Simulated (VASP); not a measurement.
Crystal: TiPt3.

```
Ti Pt
1.0
     3.94818    0.00000    0.00000
     0.00000    3.94818    0.00000
     0.00000    0.00000    3.94818
Ti Pt
1 3
Direct
  0.00000 0.00000 0.00000
  0.00000 0.50000 0.50000
  0.50000 0.00000 0.50000
  0.50000 0.50000 0.00000
```

- Program: VASP 6.6.1
- Task: relaxation of cell and atoms
- Functional: PBEsol
- Potentials or basis: VASP PAW PBE potentials, release 64 (Ti_sv, Pt)
- Cutoff: 600 eV
- k mesh: 10 × 10 × 10
- Occupations: gaussian, width 0.1 eV
- Spin: no spin polarisation

At the start: pressure -9.2 GPa; volume 15.39 Å³/atom.

Problem. Where does the relaxation end?

Solution. Over 7 steps the energy falls by 17.1 meV/atom and the volume is 14.81 Å³/atom (-3.7 %); space group Pm-3m (No. 221, to 0.1 Å) before and after.

Step by step:
```csv
step,energy change (eV),largest force (eV/Å),pressure (GPa),volume (Å³)
1,0.0000,0.0000,-9.21,61.54
2,0.3993,0.0000,31.28,54.00
3,-0.0684,0.0000,-0.35,59.33
4,-0.0685,0.0000,-0.10,59.26
5,-0.0685,0.0000,0.14,59.22
6,-0.0685,0.0000,-0.28,59.32
7,-0.0685,0.0000,-0.03,59.25
```

Final structure:
```
Ti Pt
1.0
     3.89853    0.00000    0.00000
     0.00000    3.89853    0.00000
     0.00000    0.00000    3.89853
Ti Pt
1 3
Direct
  0.00000 0.00000 0.00000
  0.00000 0.50000 0.50000
  0.50000 0.00000 0.50000
  0.50000 0.50000 0.00000
```

Caveat: the PAW data sets were made with another functional, which shifts forces and pressure a little.
